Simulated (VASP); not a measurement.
# N (P4_2/mnm) in VASP: notebook

N is run at these levels: r2SCAN; tasks: single point, relaxation of shape and atoms at fixed volume, relaxation of cell and atoms.

Program: VASP 6.6.1. These are calculated values, not measurements. Logs are shortened: lines on timing, memory, paths and dates and some standing lists are left out, and cuts for length are marked.

**1. The cell of the first run**

It takes space group P4_2/mnm (No. 136, tetragonal). Conventional cell: a = 4.145 Å, b = 4.145 Å, c = 5.352 Å, α = 90.00°, β = 90.00°, γ = 90.00°. Within 1.5 Å of N (site symmetry m2m) lie 1 N at 1.09 Å.

**2. Single point, r2SCAN (volume scaled by 0.97, then relaxed in part)**

Input file POSCAR:

```
N
1.0
    4.1446977664      0.0000000000      0.0000000000
    0.0000000000      4.1446977664      0.0000000000
    0.0000000000      0.0000000000      5.3523139565
N
4
Direct
    0.9067519957      0.9067519957      0.0000000000
    0.5932480043      0.4067519957      0.5000000000
    0.0932480043      0.0932480043      0.0000000000
    0.4067519957      0.5932480043      0.5000000000
```

Input file INCAR.step1:

```
PREC = Accurate
ENCUT = 520
ISMEAR = 0
SIGMA = 0.02
LREAL = F
LASPH = T
NELM = 100
NBANDS = 18
GGA = PE
ALGO = Normal
EDIFF = 1E-4
LWAVE = T
LCHARG = F
```

Input file INCAR.step2:

```
PREC = Accurate
ENCUT = 520
EDIFF = 1E-6
ISMEAR = 0
SIGMA = 0.02
LREAL = F
LASPH = T
NELM = 100
ALGO = Normal
ISIF = 2
LWAVE = F
LCHARG = T
METAGGA = R2SCAN
LMIXTAU = T
LELF = T
LVHAR = T
NBANDS = 18
ISTART = 1
```

Input file KPOINTS:

```
Automatic mesh
0
Gamma
  6 6 4
```

Potentials or basis: VASP PAW PBE potentials, release 64 (N).

Started as:

```
$ cat potpaw_PBE.64/N/POTCAR > POTCAR
$ cp INCAR.step1 INCAR
$ mpirun -np 1 vasp_std > vasp.out
$ cp INCAR.step2 INCAR
$ mpirun -np 1 vasp_std > vasp.out
```

OUTCAR:

```text
PREC = Accurate
   ENCUT = 520
   EDIFF = 1E-6
   ISMEAR = 0
   LREAL = F
   LASPH = T
   NELM = 100
   ISIF = 2
   METAGGA = R2SCAN
   ISTART = 1

 ion  position               nearest neighbor table
   1  0.907  0.907  0.000-   3 1.09
   2  0.593  0.407  0.500-   4 1.09
   3  0.093  0.093  0.000-   1 1.09
   4  0.407  0.593  0.500-   2 1.09

  LATTYP: Found a simple tetragonal cell.
 ALAT       =     4.1446977664
 C/A-ratio  =     1.2913641134

  Lattice vectors:

 A1 = (   4.1446977664,   0.0000000000,   0.0000000000)
 A2 = (   0.0000000000,   4.1446977664,   0.0000000000)
 A3 = (   0.0000000000,   0.0000000000,   5.3523139565)

Analysis of symmetry for initial positions (statically):
=====================================================================
 Subroutine PRICEL returns:
 Original cell was already a primitive cell.

 Routine SETGRP: Setting up the symmetry group for a
 simple tetragonal supercell.

 Subroutine GETGRP returns: Found 16 space group operations
 (whereof  8 operations were pure point group operations)
 out of a pool of 16 trial point group operations.

The static configuration has the point symmetry D_2h.
 The point group associated with its full space group is D_4h.

Analysis of symmetry for dynamics (positions and initial velocities):
=====================================================================
 Subroutine PRICEL returns:
 Original cell was already a primitive cell.

 Routine SETGRP: Setting up the symmetry group for a
 simple tetragonal supercell.

 Subroutine GETGRP returns: Found 16 space group operations
 (whereof  8 operations were pure point group operations)
 out of a pool of 16 trial point group operations.

The dynamic configuration has the point symmetry D_2h.
 The point group associated with its full space group is D_4h.

 Subroutine INISYM returns: Found 16 space group operations
 (whereof  8 operations are pure point group operations),
 and found     1 'primitive' translations

----------------------------------------------------------------------------------------

                                     Primitive cell

  volume of cell :      91.9448

  direct lattice vectors                    reciprocal lattice vectors
     4.144697766  0.000000000  0.000000000     0.241272116  0.000000000  0.000000000
     0.000000000  4.144697766  0.000000000     0.000000000  0.241272116  0.000000000
     0.000000000  0.000000000  5.352313956     0.000000000  0.000000000  0.186835079

  length of vectors
     4.144697766  4.144697766  5.352313956     0.241272116  0.241272116  0.186835079

  position of ions in fractional coordinates (direct lattice)
     0.906751996  0.906751996  0.000000000
     0.593248004  0.406751996  0.500000000
     0.093248004  0.093248004  0.000000000
     0.406751996  0.593248004  0.500000000

  ion indices of the primitive-cell ions
   primitive index   ion index
                 1           1
                 2           2
                 3           3
                 4           4

----------------------------------------------------------------------------------------

 KPOINTS: Automatic mesh

Automatic generation of k-mesh.
 Grid dimensions read from file:
 generate k-points for:    6    6    4

 Generating k-lattice:

  Cartesian coordinates                     Fractional coordinates (reciprocal lattice)
     0.040212019  0.000000000  0.000000000     0.166666667  0.000000000  0.000000000
     0.000000000  0.040212019  0.000000000     0.000000000  0.166666667  0.000000000
     0.000000000  0.000000000  0.046708770     0.000000000  0.000000000  0.250000000

  Length of vectors
     0.040212019  0.040212019  0.046708770

  Shift w.r.t. Gamma in fractional coordinates (k-lattice)
     0.000000000  0.000000000  0.000000000

 Subroutine IBZKPT returns following result:
 ===========================================

 Found     30 irreducible k-points:

 Following reciprocal coordinates:
            Coordinates               Weight
  0.000000  0.000000  0.000000      1.000000
  0.166667  0.000000  0.000000      4.000000
  0.333333  0.000000  0.000000      4.000000
  0.500000  0.000000  0.000000      2.000000
  0.166667  0.166667  0.000000      4.000000
  0.333333  0.166667  0.000000      8.000000
[... 16 lines left out ...]
  0.333333  0.000000  0.500000      4.000000
  0.500000  0.000000  0.500000      2.000000
 [... further k-points ...]
   k-points           NKPTS =     30   k-points in BZ     NKDIM =     30   number of bands    NBANDS=     18
   number of dos      NEDOS =    301   number of ions     NIONS =      4
   total plane-waves  NPLWV =  40960
   dimension x,y,z NGX =    32 NGY =   32 NGZ =   40
   dimension x,y,z NGXF=    64 NGYF=   64 NGZF=   80
   ions per type =               4
   NGX,Y,Z   is equivalent  to a cutoff of  12.84, 12.84, 12.42 a.u.
   NGXF,Y,Z  is equivalent  to a cutoff of  25.67, 25.67, 24.85 a.u.
 SYSTEM =  unknown system
   PREC   = accura    normal or accurate (medium, high low for compatibility)
   ISTART =      1    job   : 0-new  1-cont  2-samecut
   ICHARG =      0    charge: 1-file 2-atom 10-const
   ISPIN  =      1    spin polarized calculation?
   LNONCOLLINEAR =      F non collinear calculations
   LSORBIT =      F    spin-orbit coupling
   LASPH  =      T    aspherical Exc in radial PAW
   ENCUT  =  520.0 eV  38.22 Ry    6.18 a.u.   7.71  7.71  9.95*2*pi/ulx,y,z
   NELM   =    100;   NELMIN=  2; NELMDL=  0     # of ELM steps
   EDIFF  = 0.1E-05   stopping-criterion for ELM
   LREAL  =      F    real-space projection
   EDIFFG = 0.1E-04   stopping-criterion for IOM
   NSW    =      0    number of steps for IOM
   IBRION =     -1    ionic relax: 0-MD 1-quasi-New 2-CG
   NFREE  =      0    steps in history (QN), initial steepest desc. (CG)
   ISIF   =      2    stress and relaxation
   ISYM   =      2    0-nonsym 1-usesym 2-fastsym
   POTIM  = 0.5000    time-step for ionic-motion
   TEBEG  =    0.0;   TEEND  =   0.0 temperature during run
   PSTRESS=    0.0 pullay stress
   NELECT =      20.0000    total number of electrons
   NUPDOWN=      -1.0000    fix difference up-down
   EMIN   =  10.00;   EMAX   =-10.00  energy-range for DOS
   EFERMI =   0.00;   METHOD = LEGACY
   ISMEAR =     0;   SIGMA  =   0.02  broadening in eV -4-tet -1-fermi 0-gaus
   EFERMI_NEDOS =   21; number of points for ismear=-14 and -15
   IALGO  =     38    algorithm
   IMIX   =      4    mixing-type and parameters
     AMIX     =   0.40;   BMIX     =  1.00
     AMIX_MAG =   1.60;   BMIX_MAG =  1.00
  volume/ion in A,a.u.               =      22.99       155.12
  Fermi-wavevector in a.u.,A,eV,Ry     =   0.984560  1.860549 13.188934  0.969359
  Thomas-Fermi vector in A             =   2.115802
   LORBIT       =      0    0 simple, 1 ext, 2 COOP (PROOUT), +10 PAW based schemes
   METAGGA = R2SCAN    functional components
   LHFCALC =     F    Hartree Fock is set to
   AEXX    =    0.0000 exact exchange contribution
   IVDW    =     0    specifies the selected vdW correction
   LEPSILON=     F    determine dielectric tensor
   LRPA    =     F    only Hartree local field effects (RPA)
 non-spin polarized calculation
 Gauss-broadening in eV      SIGMA  =   0.02
  energy-cutoff  :      520.00
  volume of cell :       91.94
 maximum number of plane-waves:      2516
 NGX is ok and might be reduce to    32
   NGX = 15   NGY = 15   NGZ = 19

 number of electron      19.9999998 magnetization

 Free energy of the ion-electron system (eV)
  ---------------------------------------------------
  ext. energy  EPLUGINS =         0.00000000
  ---------------------------------------------------
  free energy    TOTEN  =       -36.46333373 eV

  energy without entropy =      -36.46333373  energy(sigma->0) =      -36.46333373

 E-fermi :  -6.9942     XC(G=0):  -6.4999

 val. band max:       -7.1095146734   @ k =   0.5000   0.5000   0.5000
 cond. band min:       0.6728097413   @ k =   0.0000   0.0000   0.0000
 fundamental gap:      7.7823244147
 Fermi energy:        -6.9941888614

 k-point     1 :       0.0000    0.0000    0.0000
  band No.  band energies     occupation
      1     -26.5784      2.00000
      2     -26.5232      2.00000
      3     -10.6852      2.00000
      4     -10.6852      2.00000
      5      -9.0438      2.00000
      6      -8.5321      2.00000
[... 10 lines left out ...]
     17       8.1177      0.00000
     18      11.8239      0.00000

 k-point     2 :       0.1667    0.0000    0.0000
  band No.  band energies     occupation
      1     -26.5722      2.00000
      2     -26.5243      2.00000
      3     -10.7381      2.00000
      4     -10.7354      2.00000
      5      -8.9965      2.00000
      6      -8.6433      2.00000
[... 10 lines left out ...]
     17       8.2895      0.00000
     18      10.6630      0.00000

 k-point     3 :       0.3333    0.0000    0.0000
  band No.  band energies     occupation
      1     -26.5572      2.00000
      2     -26.5294      2.00000
      3     -10.8412      2.00000
      4     -10.8374      2.00000
      5      -8.8711      2.00000
      6      -8.7338      2.00000
[... 10 lines left out ...]
     17       8.8021      0.00000
     18       9.8388      0.00000

 k-point     4 :       0.5000    0.0000    0.0000
  band No.  band energies     occupation
      1     -26.5408      2.00000
      2     -26.5408      2.00000
      3     -10.8900      2.00000
      4     -10.8900      2.00000
      5      -8.7213      2.00000
      6      -8.7213      2.00000
[... 10 lines left out ...]
     17       9.6388      0.00000
     18       9.6388      0.00000

 k-point     5 :       0.1667    0.1667    0.0000
  band No.  band energies     occupation
      1     -26.5666      2.00000
      2     -26.5249      2.00000
      3     -10.7915      2.00000
      4     -10.7763      2.00000
      5      -8.9537      2.00000
      6      -8.7112      2.00000
[... 10 lines left out ...]
     17       8.4639      0.00000
     18      10.2970      0.00000

 k-point     6 :       0.3333    0.1667    0.0000
  band No.  band energies     occupation
      1     -26.5528      2.00000
      2     -26.5287      2.00000
      3     -10.8857      2.00000
      4     -10.8714      2.00000
      5      -8.8412      2.00000
      6      -8.7777      2.00000
[... 10 lines left out ...]
     17       8.9813      0.00000
     18       9.4128      0.00000

 k-point     7 :       0.5000    0.1667    0.0000
  band No.  band energies     occupation
      1     -26.5384      2.00000
      2     -26.5384      2.00000
      3     -10.9258      2.00000
      4     -10.9258      2.00000
      5      -8.7624      2.00000
      6      -8.7624      2.00000
[... 10 lines left out ...]
     17       9.3992      0.00000
     18       9.3992      0.00000

 k-point     8 :       0.3333    0.3333    0.0000
  band No.  band energies     occupation
      1     -26.5429      2.00000
      2     -26.5288      2.00000
      3     -10.9651      2.00000
      4     -10.9518      2.00000
      5      -8.8294      2.00000
      6      -8.7709      2.00000
[... 10 lines left out ...]
     17       8.7295      0.00000
     18       8.7666      0.00000
[... 229 lines left out ...]
     17       8.6267      0.00000
     18       8.6267      0.00000

 k-point    20 :       0.5000    0.5000    0.2500
  band No.  band energies     occupation
      1     -26.5308      2.00000
      2     -26.5308      2.00000
      3     -11.0257      2.00000
      4     -11.0257      2.00000
      5      -8.8637      2.00000
      6      -8.8637      2.00000
[... 10 lines left out ...]
     17       8.1465      0.00000
     18       8.1465      0.00000

 k-point    21 :       0.0000    0.0000    0.5000
  band No.  band energies     occupation
      1     -26.5508      2.00000
      2     -26.5508      2.00000
      3     -10.6774      2.00000
      4     -10.6774      2.00000
      5      -8.8814      2.00000
      6      -8.8814      2.00000
[... 10 lines left out ...]
     17      10.5105      0.00000
     18      10.5105      0.00000

 k-point    22 :       0.1667    0.0000    0.5000
  band No.  band energies     occupation
      1     -26.5481      2.00000
      2     -26.5481      2.00000
      3     -10.7360      2.00000
      4     -10.7360      2.00000
      5      -8.8731      2.00000
      6      -8.8731      2.00000
[... 10 lines left out ...]
     17      10.0614      0.00000
     18      10.0614      0.00000

 k-point    23 :       0.3333    0.0000    0.5000
  band No.  band energies     occupation
      1     -26.5431      2.00000
      2     -26.5431      2.00000
      3     -10.8500      2.00000
      4     -10.8500      2.00000
      5      -8.8594      2.00000
      6      -8.8594      2.00000
[... 10 lines left out ...]
     17       9.1050      0.00000
     18       9.1050      0.00000

 k-point    24 :       0.5000    0.0000    0.5000
  band No.  band energies     occupation
      1     -26.5406      2.00000
      2     -26.5406      2.00000
      3     -10.9053      2.00000
      4     -10.9053      2.00000
      5      -8.8536      2.00000
      6      -8.8536      2.00000
[... 10 lines left out ...]
     17       8.5948      0.00000
     18       8.5948      0.00000

 [... further k-points ...]

------------------------ aborting loop because EDIFF is reached ----------------------------------------

  FORCE on cell =-STRESS in cart. coord.  units (eV):
  Direction    XX          YY          ZZ          XY          YZ          ZX
  --------------------------------------------------------------------------------------
  -------------------------------------------------------------------------------------
  Total        2.3348614      2.3348614     -0.1700010      0.0000000      0.0000000      0.0000000
  in kB       40.6859410     40.6859410     -2.9623391      0.0000000      0.0000000      0.0000000
  external PRESSURE =      26.1365143 kB  Pullay stress =       0.0000000 kB

 VOLUME and BASIS-vectors are now :
 -----------------------------------------------------------------------------
  energy-cutoff  :      520.00
  volume of cell :       91.94
      direct lattice vectors                 reciprocal lattice vectors
     4.144697766  0.000000000  0.000000000     0.241272116  0.000000000  0.000000000
     0.000000000  4.144697766  0.000000000     0.000000000  0.241272116  0.000000000
     0.000000000  0.000000000  5.352313956     0.000000000  0.000000000  0.186835079

 POSITION                                       TOTAL-FORCE (eV/Angst)
 -----------------------------------------------------------------------------------
      3.75821      3.75821      0.00000        -1.627554     -1.627554      0.000000
      2.45883      1.68586      2.67616         1.627554     -1.627554      0.000000
      0.38648      0.38648      0.00000         1.627554      1.627554      0.000000
      1.68586      2.45883      2.67616        -1.627554      1.627554      0.000000
 -----------------------------------------------------------------------------------
    total drift:                                0.000000      0.000000     -0.000000

  FREE ENERGIE OF THE ION-ELECTRON SYSTEM (eV)
  ---------------------------------------------------
  free  energy   TOTEN  =       -36.4633337307 eV

  energy  without entropy=      -36.4633337307  energy(sigma->0) =      -36.46333373
```

It took 75 s on 1 thread of Intel Xeon Platinum 8488C (Sapphire Rapids), shared host; peak memory 0.2 GiB.

Results:

- Free energy: -36.4633 eV
- Pressure: 2.6 GPa
- Largest force: 2.302 eV/Å
- Band gap on the k mesh: 7.78 eV, indirect (least direct gap 7.94 eV)

Forces on the atoms (eV/Å):
```
N   -1.628 -1.628  0.000
N    1.628 -1.628  0.000
N    1.628  1.628  0.000
N   -1.628  1.628  0.000
```

Caveat: the standard files for N, O and F lose accuracy on very short bonds; the PAW data sets were made with another functional, which shifts forces and pressure a little.

[end of part 1 of 3]
